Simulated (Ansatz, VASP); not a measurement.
## Two plane-wave programs on InSe

The input INCAR:

```
SYSTEM = InSe
ALGO = Normal ; DIPOL = 0.5 0.5 0.412
EDIFF = 1E-6 ; ENCUT = 520
GGA = PE ; IDIPOL = 3
ISIF = 2 ; ISMEAR = 0
IVDW = 12 ; LASPH = .TRUE.
LCHARG = .FALSE. ; LDIPOL = .TRUE.
LREAL = .FALSE. ; LWAVE = .FALSE.
NBANDS = 48 ; NELM = 80
PREC = Accurate ; SIGMA = 0.05
```

File KPOINTS:

```
k-points
0
G
  9 9 1
  0 0 0
```

Contents of POSCAR:

```
InSe
1.0
    4.0266104808      0.0000000000      0.0000000000
   -2.0133052404      3.4871469675      0.0000000000
    0.0000000000      0.0000000000     28.2707100106
Se In
4 4
Direct
    0.0000000000      0.0000000000      0.1591753443
    0.0000000000      0.0000000000      0.3496677304
    0.0000000000      0.0000000000      0.4738244989
    0.0000000000      0.0000000000      0.6643168850
    0.6666666667      0.3333333333      0.2049979901
    0.6666666667      0.3333333333      0.3038451606
    0.6666666667      0.3333333333      0.5196471447
    0.6666666667      0.3333333333      0.6184943152
```

Input for Ansatz:

```yaml
crystal:
  lattice:
    - [4.0266103653, 0.0, 0.0]
    - [-2.0133051827, 3.4871468675, 0.0]
    - [0.0, 0.0, 28.2707107737]
  atoms:
    - { symbol: Se, position: [0.0, 0.0, 0.15917534] }
    - { symbol: In, position: [0.6666666667, 0.3333333333, 0.2049979902] }
    - { symbol: In, position: [0.6666666667, 0.3333333333, 0.3038451596] }
    - { symbol: Se, position: [0.0, 0.0, 0.3496677344] }
    - { symbol: Se, position: [0.0, 0.0, 0.4738244996] }
    - { symbol: In, position: [0.6666666667, 0.3333333333, 0.5196471499] }
    - { symbol: In, position: [0.6666666667, 0.3333333333, 0.6184943192] }
    - { symbol: Se, position: [0.0, 0.0, 0.664316894] }
basis:
  ecutwfc: 420
kpoints:
  mp_grid: { grid: [9, 9, 1] }
hamiltonian:
  xc: pbe
  pseudopotentials: { kind: paw, azcp: { folder: soft_1 } }
  dispersion: d3bj
scf:
  occupations: { method: gaussian, width: 0.05 }
output:
  forces: true
  eigenvalues: true
efield:
  axis: 3
  dipole_correction: true
  ramp_width: 0.04
```

Alike in both runs: task single point; functional PBE; dispersion D3(BJ); k mesh 9 × 9 × 1; occupations gaussian, width 0.05 eV; no spin polarisation.

|  | VASP | Ansatz |
| --- | --- | --- |
| version | VASP 6.6.1 | Ansatz 0.2.0 |
| potentials or method | VASP PAW PBE potentials, release 64 (Se, In_d), cutoff 520 eV | scalar-relativistic, plane waves, PAW |
| valence electrons in the cell | 76 | 116 |

```csv
,VASP,Ansatz,Ansatz less VASP
gap on the k mesh at the Fermi level (eV),1.10,1.11,+0.011
least direct gap on the mesh (eV),1.16,1.17,+0.009
rms of the force components (eV/Å),0.021,0.023,+0.0023
```

VASP's potentials hold 76 valence electrons a cell and Ansatz's 116, so a difference there can come from the potentials and not from the codes.
